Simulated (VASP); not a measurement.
The system is Sb.

```xyz
1
Lattice="-1.8941 1.8941 1.8941 1.8941 -1.8941 1.8941 1.8941 1.8941 -1.8941" Properties=species:S:1:pos:R:3 pbc="T T T"
Sb    0.0000    0.0000    0.0000
```

| Property | Result |
| --- | --- |
| Program | VASP 6.6.1 |
| Task | relaxation of cell and atoms |
| Functional | LDA |
| Potentials or basis | VASP PAW LDA potentials, release 64 (Sb) |
| Cutoff | 600 eV |
| k mesh | 12 × 12 × 12 |
| Occupations | fermi-dirac, width 0.1 eV |
| Spin | no spin polarisation |

At the start: pressure -3.9 GPa; volume 27.18 Å³/atom.

Problem. Where does the relaxation end?

Solution. Over 3 steps the energy falls by 20.7 meV/atom and the volume is 25.58 Å³/atom (-5.9 %); space group Im-3m (No. 229, to 0.05 Å).

Step by step:
```csv
step,energy change (eV),largest force (eV/Å),pressure (GPa),volume (Å³)
1,0.0000,0.0000,-3.91,27.18
2,-0.0128,0.0000,2.90,24.66
3,-0.0207,0.0000,-0.01,25.58
```

Final structure:
```
CELL_PARAMETERS angstrom
-1.85603 1.85603 1.85603
1.85603 -1.85603 1.85603
1.85603 1.85603 -1.85603
ATOMIC_POSITIONS crystal
Sb 0.00000 0.00000 0.00000
```
